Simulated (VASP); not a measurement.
Here is a VASP 6.6.1 calculation.

File INCAR:

```
SYSTEM = Ti
  PREC = Accurate
  ENCUT = 520
  EDIFF = 1E-6
  ISMEAR = -1
  SIGMA = 0.02
  LREAL = .FALSE.
  LASPH = .TRUE.
  NELM = 100
  ALGO = Fast
  ISIF = 2
  LWAVE = .FALSE.
  LCHARG = .TRUE.
  GGA = PE
  LELF = .TRUE.
  LVHAR = .TRUE.
  NBANDS = 12
```

File KPOINTS:

```
regular mesh
0
G
  7 7 7
  0 0 0
```

File POSCAR:

```
Ti
1.0
   -1.6410000000      1.6410000000      1.6410000000
    1.6410000000     -1.6410000000      1.6410000000
    1.6410000000      1.6410000000     -1.6410000000
Ti
1
Direct
    0.0000000000      0.0000000000      0.0000000000
```

Potentials or basis: VASP PAW PBE potentials, release 64 (Ti_sv).

The run is started by

```console
$ cat potpaw_PBE.64/Ti_sv/POTCAR > POTCAR
$ mpirun -np 1 vasp_std > vasp.out
```

Task: What does it give for the band gap on the k mesh?

Result: Zero (band 6 reaches 8.83 eV, above the bottom of band 7 at 7.38 eV).

Task: Estimate the pressure.

Result: -1.9 GPa.

Caveat: the k points lie up to 0.39 Å⁻¹ apart.
